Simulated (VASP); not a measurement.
Re:

```
Re
1.0
     2.76080    0.00000    0.00000
    -1.38040    2.39092    0.00000
     0.00000    0.00000    4.45820
Re
2
Cartesian
  0.0000 1.5939 1.1145
  1.3804 0.7970 3.3436
```

- Program: VASP 6.6.1
- Task: relaxation of cell and atoms
- Functional: LDA
- Potentials or basis: VASP PAW LDA potentials, release 64 (Re)
- Cutoff: 600 eV
- k mesh: 13 × 13 × 7
- Occupations: fermi-dirac, width 0.1 eV
- Spin: no spin polarisation

At the start: pressure -8.7 GPa; volume 14.71 Å³/atom.

Q: How do energy, volume and symmetry change on relaxing?

A: Over 9 steps the energy falls by 9.0 meV/atom and the volume is 14.39 Å³/atom (-2.2 %); space group P6_3/mmc (No. 194, to 0.1 Å) before and after.

The path:
| step | energy change (eV) | largest force (eV/Å) | pressure (GPa) | volume (Å³) |
| --- | --- | --- | --- | --- |
| 1 | 0.0000 | 0.0000 | -8.68 | 29.43 |
| 2 | 0.3487 | 0.0000 | 48.71 | 26.16 |
| 3 | -0.0179 | 0.0000 | -0.37 | 28.81 |
| 4 | -0.0180 | 0.0000 | -0.04 | 28.79 |
| 5 | -0.0180 | 0.0000 | 0.15 | 28.77 |
| 6 | -0.0180 | 0.0000 | 0.10 | 28.78 |
| 7 | -0.0180 | 0.0000 | 0.12 | 28.78 |
| 8 | -0.0180 | 0.0000 | -0.37 | 28.81 |
| 9 | -0.0181 | 0.0000 | -0.01 | 28.78 |

Final structure:
```yaml
crystal:
  lattice:
    - [2.74324, 0.00000, 0.00000]
    - [-1.37162, 2.37572, 0.00000]
    - [0.00000, 0.00000, 4.41671]
  atoms:
    - { symbol: Re, position: [0.33333, 0.66667, 0.25000] }
    - { symbol: Re, position: [0.66667, 0.33333, 0.75000] }
```
